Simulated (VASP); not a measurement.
# ZnSe (I-4m2) in VASP: single point with HSE06

Aim: the single point of ZnSe with HSE06.

All numbers are computed with VASP 6.6.1; they aren't measurements. Logs are shortened: lines on timing, memory, paths and dates and some standing lists are left out, and cuts for length are marked.

**1. The cell of the first run**

Symmetry: I-4m2, No. 119, tetragonal system. The conventional cell has a = 4.006 Å, b = 4.006 Å, c = 5.605 Å, α = 90.00°, β = 90.00°, γ = 90.00°. Zn (site symmetry -4m2) has 4 Se at 2.44 Å within 3.2 Å. Within 3.2 Å of Se (site symmetry -4m2) lie 4 Zn at 2.44 Å.

**2. Single point, HSE06 (uniaxial z strain -1.1%)**

Contents of POSCAR:

```
ZnSe
1.0
    0.0000000000      2.8324206805      2.8023970213
    2.8324206805      0.0000000000      2.8023970213
    2.8324206805      2.8324206805      0.0000000000
Zn Se
1 1
Direct
    0.0000000000      0.0000000000      0.0000000000
    0.2500000000      0.2500000000      0.2500000000
```

Contents of INCAR.step1:

```
PREC = Accurate ; ENCUT = 520
EDIFF = 1E-5 ; ISMEAR = 0
SIGMA = 0.01 ; LREAL = False
LASPH = True ; NELM = 80
ALGO = Normal ; ISIF = 2
LWAVE = True ; LCHARG = False
NBANDS = 16 ; GGA = PE
```

Contents of INCAR.step2:

```
PREC = Accurate ; ENCUT = 520
EDIFF = 1E-6 ; ISMEAR = 0
SIGMA = 0.01 ; LREAL = False
LASPH = True ; NELM = 80
ALGO = Normal ; ISIF = 2
LWAVE = False ; LCHARG = False
GGA = PE ; LHFCALC = True
HFSCREEN = 0.2079 ; PRECFOCK = Normal
NBANDS = 16 ; ISTART = 1
```

Contents of KPOINTS:

```
regular mesh
0
Gamma
  6 6 6
```

Potentials or basis: VASP PAW PBE potentials, release 64 (Zn, Se).

Started as:

```sh
$ cat potpaw_PBE.64/Zn/POTCAR potpaw_PBE.64/Se/POTCAR > POTCAR
$ cp INCAR.step1 INCAR
$ mpirun -np 1 vasp_std > vasp.out
$ cp INCAR.step2 INCAR
$ mpirun -np 1 vasp_std > vasp.out
```

OUTCAR:

```text
PREC = Accurate
   ENCUT = 520
   EDIFF = 1E-6
   ISMEAR = 0
   LREAL = False
   LASPH = True
   NELM = 80
   ISIF = 2
   GGA = PE
   LHFCALC = True
   HFSCREEN = 0.2079
   PRECFOCK = Normal
   ISTART = 1

 ion  position               nearest neighbor table
   1  0.000  0.000  0.000-   2 2.44   2 2.44   2 2.44   2 2.44
   2  0.250  0.250  0.250-   1 2.44   1 2.44   1 2.44   1 2.44

  LATTYP: Found a body centered tetragonal cell.
 ALAT       =     4.0056477407
 C/A-ratio  =     1.3992228986

  Lattice vectors:

 A1 = (   0.0000000000,  -2.8324206805,  -2.8023970213)
 A2 = (   0.0000000000,   2.8324206805,  -2.8023970213)
 A3 = (   2.8324206805,   0.0000000000,   2.8023970213)

Analysis of symmetry for initial positions (statically):
=====================================================================
 Subroutine PRICEL returns:
 Original cell was already a primitive cell.

 Routine SETGRP: Setting up the symmetry group for a
 body centered tetragonal supercell.

 Subroutine GETGRP returns: Found  8 space group operations
 (whereof  8 operations were pure point group operations)
 out of a pool of 16 trial point group operations.

The static configuration has the point symmetry D_2d.

Analysis of symmetry for dynamics (positions and initial velocities):
=====================================================================
 Subroutine PRICEL returns:
 Original cell was already a primitive cell.

 Routine SETGRP: Setting up the symmetry group for a
 body centered tetragonal supercell.

 Subroutine GETGRP returns: Found  8 space group operations
 (whereof  8 operations were pure point group operations)
 out of a pool of 16 trial point group operations.

The dynamic configuration has the point symmetry D_2d.

 Subroutine INISYM returns: Found  8 space group operations
 (whereof  8 operations are pure point group operations),
 and found     1 'primitive' translations

----------------------------------------------------------------------------------------

                                     Primitive cell

  volume of cell :      44.9651

  direct lattice vectors                    reciprocal lattice vectors
     0.000000000  2.832420680  2.802397021    -0.176527450  0.176527450  0.178418688
     2.832420680  0.000000000  2.802397021     0.176527450 -0.176527450  0.178418688
     2.832420680  2.832420680  0.000000000     0.176527450  0.176527450 -0.178418688

  length of vectors
     3.984474366  3.984474366  4.005647741     0.306850305  0.306850305  0.306850305

  position of ions in fractional coordinates (direct lattice)
     0.000000000  0.000000000  0.000000000
     0.250000000  0.250000000  0.250000000

  ion indices of the primitive-cell ions
   primitive index   ion index
                 1           1
                 2           2

----------------------------------------------------------------------------------------

 KPOINTS: regular mesh

Automatic generation of k-mesh.
 Grid dimensions read from file:
 generate k-points for:    6    6    6

 Generating k-lattice:

  Cartesian coordinates                     Fractional coordinates (reciprocal lattice)
    -0.029421242  0.029421242  0.029736448     0.166666667  0.000000000  0.000000000
     0.029421242 -0.029421242  0.029736448     0.000000000  0.166666667  0.000000000
     0.029421242  0.029421242 -0.029736448     0.000000000  0.000000000  0.166666667

  Length of vectors
     0.051141717  0.051141717  0.051141717

  Shift w.r.t. Gamma in fractional coordinates (k-lattice)
     0.000000000  0.000000000  0.000000000

 Subroutine IBZKPT returns following result:
 ===========================================

 Found     30 irreducible k-points:

 Following reciprocal coordinates:
            Coordinates               Weight
  0.000000  0.000000  0.000000      1.000000
  0.166667  0.000000  0.000000      8.000000
  0.333333  0.000000  0.000000      8.000000
  0.500000  0.000000  0.000000      4.000000
  0.166667  0.166667  0.000000      2.000000
  0.333333  0.166667  0.000000      8.000000
[... 16 lines left out ...]
  0.333333  0.000000  0.333333      4.000000
  0.500000  0.000000  0.333333     16.000000
 [... further k-points ...]
   k-points           NKPTS =     30   k-points in BZ     NKDIM =    216   number of bands    NBANDS=     16
   number of dos      NEDOS =    301   number of ions     NIONS =      2
   total plane-waves  NPLWV =  27000
   dimension x,y,z NGX =    30 NGY =   30 NGZ =   30
   dimension x,y,z NGXF=    60 NGYF=   60 NGZF=   60
   ions per type =               1   1
   NGX,Y,Z   is equivalent  to a cutoff of  12.52, 12.52, 12.45 a.u.
   NGXF,Y,Z  is equivalent  to a cutoff of  25.03, 25.03, 24.90 a.u.
 SYSTEM =  unknown system
   PREC   = accura    normal or accurate (medium, high low for compatibility)
   ISTART =      1    job   : 0-new  1-cont  2-samecut
   ICHARG =      0    charge: 1-file 2-atom 10-const
   ISPIN  =      1    spin polarized calculation?
   LNONCOLLINEAR =      F non collinear calculations
   LSORBIT =      F    spin-orbit coupling
   LASPH  =      T    aspherical Exc in radial PAW
   ENCUT  =  520.0 eV  38.22 Ry    6.18 a.u.   7.41  7.41  7.45*2*pi/ulx,y,z
   NELM   =     80;   NELMIN=  2; NELMDL=  0     # of ELM steps
   EDIFF  = 0.1E-05   stopping-criterion for ELM
   LREAL  =      F    real-space projection
   EDIFFG = 0.1E-04   stopping-criterion for IOM
   NSW    =      0    number of steps for IOM
   IBRION =     -1    ionic relax: 0-MD 1-quasi-New 2-CG
   NFREE  =      0    steps in history (QN), initial steepest desc. (CG)
   ISIF   =      2    stress and relaxation
   ISYM   =      3    0-nonsym 1-usesym 2-fastsym
   POTIM  = 0.5000    time-step for ionic-motion
   TEBEG  =    0.0;   TEEND  =   0.0 temperature during run
   PSTRESS=    0.0 pullay stress
   NELECT =      18.0000    total number of electrons
   NUPDOWN=      -1.0000    fix difference up-down
   EMIN   =  10.00;   EMAX   =-10.00  energy-range for DOS
   EFERMI =   0.00;   METHOD = LEGACY
   ISMEAR =     0;   SIGMA  =   0.01  broadening in eV -4-tet -1-fermi 0-gaus
   EFERMI_NEDOS =   21; number of points for ismear=-14 and -15
   IALGO  =     38    algorithm
   IMIX   =      1    mixing-type and parameters
     AMIX     =   0.40;   BMIX     =  1.00
     AMIX_MAG =   1.60;   BMIX_MAG =  1.00
  volume/ion in A,a.u.               =      22.48       151.72
  Fermi-wavevector in a.u.,A,eV,Ry     =   1.206537  2.280024 19.806427  1.455731
  Thomas-Fermi vector in A             =   2.342201
   LORBIT       =      0    0 simple, 1 ext, 2 COOP (PROOUT), +10 PAW based schemes
   GGA     = PE    functional components
   LHFCALC =     T    Hartree Fock is set to
   PRECFOCK=normal    Normal, Fast or Accurate (Low or Medium for compatibility)
   ENCUT4O =  -1.0   cutoff for four orbital integrals eV
   NKREDX  =     1    reduce k-point grid by
   NKREDY  =     1    reduce k-point grid by
   NKREDZ  =     1    reduce k-point grid by
   AEXX    =    0.2500 exact exchange contribution
   HFSCREEN=    0.2079 screening length (either q_TF or 0.3 A-1)
   HFSCREENC=   0.2079 screening length for correlation (either q_TF or 0.3 A-1)
   ENCUTFOCK=  -1.0 apply spherical cutoff to Coloumb kernel
   IVDW    =     0    specifies the selected vdW correction
   LEPSILON=     F    determine dielectric tensor
   LRPA    =     F    only Hartree local field effects (RPA)
 non-spin polarized calculation
 Gauss-broadening in eV      SIGMA  =   0.01
  energy-cutoff  :      520.00
  volume of cell :       44.97
 maximum number of plane-waves:      1243
 NGX is ok and might be reduce to    30
  NGX = 24; NGY = 24; NGZ = 24

 number of electron      18.0000002 magnetization

 Free energy of the ion-electron system (eV)
  ---------------------------------------------------
  ext. energy  EPLUGINS =         0.00000000
  ---------------------------------------------------
  free energy    TOTEN  =        -7.41983842 eV

  energy without entropy =       -7.41983842  energy(sigma->0) =       -7.41983842

 E-fermi :   1.2035     XC(G=0):  -7.7799

 val. band max:        1.0900819907   @ k =   0.0000   0.0000   0.0000
 cond. band min:       3.5229652697   @ k =   0.0000   0.0000   0.0000
 fundamental gap:      2.4328832790
 Fermi energy:         1.2034828685

 k-point     1 :       0.0000    0.0000    0.0000
  band No.  band energies     occupation
      1     -13.3954      2.00000
      2      -7.1520      2.00000
      3      -7.1519      2.00000
      4      -7.1480      2.00000
      5      -6.8116      2.00000
      6      -6.8105      2.00000
[... 8 lines left out ...]
     15      13.6913      0.00000
     16      13.8899      0.00000

 k-point     2 :       0.1667    0.0000    0.0000
  band No.  band energies     occupation
      1     -13.1997      2.00000
      2      -7.1271      2.00000
      3      -7.1244      2.00000
      4      -7.1109      2.00000
      5      -6.8129      2.00000
      6      -6.8126      2.00000
[... 8 lines left out ...]
     15      12.7591      0.00000
     16      13.4320      0.00000

 k-point     3 :       0.3333    0.0000    0.0000
  band No.  band energies     occupation
      1     -12.7620      2.00000
      2      -7.0855      2.00000
      3      -7.0813      2.00000
      4      -6.9080      2.00000
      5      -6.8072      2.00000
      6      -6.8053      2.00000
[... 8 lines left out ...]
     15      13.3857      0.00000
     16      13.3964      0.00000

 k-point     4 :       0.5000    0.0000    0.0000
  band No.  band energies     occupation
      1     -12.5137      2.00000
      2      -7.0702      2.00000
      3      -7.0653      2.00000
      4      -6.7982      2.00000
      5      -6.7948      2.00000
      6      -6.6210      2.00000
[... 8 lines left out ...]
     15      15.5790      0.00000
     16      15.6811      0.00000

 k-point     5 :       0.1667    0.1667    0.0000
  band No.  band energies     occupation
      1     -13.1311      2.00000
      2      -7.1291      2.00000
      3      -7.1027      2.00000
      4      -7.1027      2.00000
      5      -6.8261      2.00000
      6      -6.8002      2.00000
[... 8 lines left out ...]
     15      14.1148      0.00000
     16      14.6542      0.00000

 k-point     6 :       0.3333    0.1667    0.0000
  band No.  band energies     occupation
      1     -12.7686      2.00000
      2      -7.0834      2.00000
      3      -7.0537      2.00000
      4      -6.9932      2.00000
      5      -6.8126      2.00000
      6      -6.7907      2.00000
[... 8 lines left out ...]
     15      14.5844      0.00000
     16      14.9692      0.00000
[... 267 lines left out ...]
 k-point    21 :      -0.1667    0.3333    0.1667
  band No.  band energies     occupation
      1     -12.4625      2.00000
      2      -7.0350      2.00000
      3      -7.0195      2.00000
      4      -6.8975      2.00000
      5      -6.7952      2.00000
      6      -6.6991      2.00000
[... 8 lines left out ...]
     15      15.3626      0.00000
     16      16.8795      0.00000

 k-point    22 :      -0.3333    0.5000    0.1667
  band No.  band energies     occupation
      1     -12.2069      2.00000
      2      -7.0163      2.00000
      3      -6.9625      2.00000
      4      -6.8818      2.00000
      5      -6.7946      2.00000
      6      -6.4820      2.00000
[... 8 lines left out ...]
     15      16.4060      0.00000
     16      16.6889      0.00000

 k-point    23 :       0.3333    0.0000    0.3333
  band No.  band energies     occupation
      1     -12.5540      2.00000
      2      -7.0514      2.00000
      3      -6.9906      2.00000
      4      -6.9838      2.00000
      5      -6.7866      2.00000
      6      -6.7777      2.00000
[... 8 lines left out ...]
     15      15.3982      0.00000
     16      17.9315      0.00000

 k-point    24 :       0.5000    0.0000    0.3333
  band No.  band energies     occupation
      1     -12.3036      2.00000
      2      -7.0307      2.00000
      3      -6.9564      2.00000
      4      -6.9167      2.00000
      5      -6.7804      2.00000
      6      -6.6012      2.00000
[... 8 lines left out ...]
     15      16.0119      0.00000
     16      16.9522      0.00000

 [... further k-points ...]
[... 5 lines left out ...]
  --------------------------------------------------------------------------------------
  -------------------------------------------------------------------------------------
  Total        0.5204551      0.5204551      0.6265485      0.0000000     -0.0000000      0.0000000
  in kB       18.5446533     18.5446533     22.3249300      0.0000000     -0.0000000      0.0000000
  external PRESSURE =      19.8047455 kB  Pullay stress =       0.0000000 kB

 VOLUME and BASIS-vectors are now :
 -----------------------------------------------------------------------------
  energy-cutoff  :      520.00
  volume of cell :       44.97
      direct lattice vectors                 reciprocal lattice vectors
     0.000000000  2.832420680  2.802397021    -0.176527450  0.176527450  0.178418688
     2.832420680  0.000000000  2.802397021     0.176527450 -0.176527450  0.178418688
     2.832420680  2.832420680  0.000000000     0.176527450  0.176527450 -0.178418688

 POSITION                                       TOTAL-FORCE (eV/Angst)
 -----------------------------------------------------------------------------------
      0.00000      0.00000      0.00000         0.000000      0.000000     -0.000000
      1.41621      1.41621      1.40120        -0.000000     -0.000000      0.000000
 -----------------------------------------------------------------------------------
    total drift:                                0.000002     -0.000000      0.000012

  FREE ENERGIE OF THE ION-ELECTRON SYSTEM (eV)
  ---------------------------------------------------
  free  energy   TOTEN  =        -7.4198384238 eV

  energy  without entropy=       -7.4198384238  energy(sigma->0) =       -7.41983842
```

Wall time 1.5 h (1 thread of Oxide Virtual Turin-like, shared host); peak memory 0.27 GiB.

What came out:

| Quantity | Value |
| --- | --- |
| Free energy | -7.4198 eV |
| Pressure | 2.0 GPa |
| Band gap on the k mesh | 2.43 eV |

Caveat: the cell differs from its parent crystal (uniaxial z strain -1.1%); the PAW data sets were made with another functional, which shifts forces and pressure a little.
